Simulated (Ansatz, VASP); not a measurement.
Bi: VASP beside Ansatz

The input INCAR:

```
SYSTEM = Bi
ALGO = Normal
EDIFF = 1E-6
EDIFFG = -0.04
ENCUT = 600
GGA = PE
IBRION = 2
ISIF = 3
ISMEAR = 0
LASPH = .True.
LCHARG = .False.
LREAL = .False.
LWAVE = .False.
NELM = 60
NSW = 90
PREC = Accurate
SIGMA = 0.1
```

Contents of KPOINTS:

```
k-points
0
Gamma
  6 6 6
  0 0 0
```

POSCAR

```
Bi
1.0
    3.1959972414      0.0000000000      0.0000000000
    0.0000000000      3.1959972414      0.0000000000
    0.0000000000      0.0000000000      3.4804084068
Bi
1
Direct
    0.5000000000      0.5000000000      0.0000000000
```

Input for Ansatz:

```yaml
crystal:
  lattice:
    - [3.1959972414, 0.0, 0.0]
    - [0.0, 3.1959972414, 0.0]
    - [0.0, 0.0, 3.4804084068]
  atoms:
    - { symbol: Bi, position: [0.5, 0.5, 0.0] }
basis:
  ecutwfc: 420
kpoints:
  mp_grid: { grid: [6, 6, 6] }
hamiltonian:
  xc: pbe
scf:
  occupations: { method: gaussian, width: 0.1 }
  lower_state_search: "off"
output:
  forces: true
  stress: true
  eigenvalues: true
relax:
  adjacent_minimum: "off"
  f_tol: 0.04
  max_steps: 70
  cell: { stress_tol: 0.4 }
```

Alike in both runs: task relaxation of cell and atoms; functional PBE; k mesh 6 × 6 × 6; occupations gaussian, width 0.1 eV; no spin polarisation.

|  | VASP | Ansatz |
| --- | --- | --- |
| version | VASP 6.6.1 | Ansatz 0.2.0 |
| potentials or method | VASP PAW PBE potentials, release 64 (Bi_d), cutoff 600 eV | scalar-relativistic, plane waves, PAW |
| valence electrons in the cell | 15 | 15 |

```tsv
	VASP	Ansatz	Ansatz less VASP
gap on the k mesh at the Fermi level, each at its own relaxed structure (eV)	none	none	-
relaxed volume (Å³/atom)	35.28	35.30	+0.018
relaxed cell length with the largest relative difference (Å)	3.275	3.277	+0.0025
```

A gap of «none» marks a metal or a gap that the smearing closes.

Spin-orbit coupling is off throughout.
